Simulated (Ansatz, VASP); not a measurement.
## Al: VASP beside Ansatz

INCAR

```
PREC = Accurate
ENCUT = 520
EDIFF = 1E-6
ISMEAR = 0
SIGMA = 0.1
LREAL = False
LASPH = True
NELM = 80
ALGO = Fast
ISIF = 2
LWAVE = False
LCHARG = True
GGA = PE
LELF = True
LVHAR = True
NBANDS = 10
```

KPOINTS

```
Automatic mesh
0
Gamma
  6 6 6
```

POSCAR

```
Al
1.0
    1.9467881600     -3.2650407400      0.0000000000
    1.9467881600      3.2650407400      0.0000000000
    0.0000000000      0.0000000000      3.0013469500
Al
2
Direct
    0.3480227900      0.6519772100      0.2500000000
    0.6519772100      0.3480227900      0.7500000000
```

Input for Ansatz:

```yaml
crystal:
  lattice:
    - [1.94678816, -3.26504074, 0.0]
    - [1.94678816, 3.26504074, 0.0]
    - [0.0, 0.0, 3.00134695]
  atoms:
    - { symbol: Al, position: [0.34802279, 0.65197721, 0.25] }
    - { symbol: Al, position: [0.65197721, 0.34802279, 0.75] }
basis:
  ecutwfc: 420
kpoints:
  mp_grid: { grid: [6, 6, 6] }
hamiltonian:
  xc: pbe
scf:
  occupations: { method: gaussian, width: 0.1 }
  lower_state_search: "off"
output:
  forces: true
  stress: true
  eigenvalues: true
```

Alike in both runs: task single point; functional PBE; k mesh 6 × 6 × 6; occupations gaussian, width 0.1 eV; no spin polarisation.

```csv
,VASP,Ansatz
version,VASP 6.6.1,Ansatz 0.2.0
potentials or method,"VASP PAW PBE potentials, release 64 (Al), cutoff 520 eV","scalar-relativistic, plane waves, PAW"
valence electrons in the cell,6,6
```

```csv
,VASP,Ansatz,Ansatz less VASP
gap on the k mesh at the Fermi level (eV),none,none,-
pressure (GPa),5.8,5.8,+0.02
"traceless stress, the component that is largest in VASP (GPa)",8.99,8.97,-0.017
rms of the force components (eV/Å),0.907,0.907,-0.0003
```

Atom by atom the forces differ by 0.000 eV/Å (rms over components). A gap of «none» marks a metal or a gap that the smearing closes. With one functional, cell and mesh, what is left measures potentials, basis and numerics.
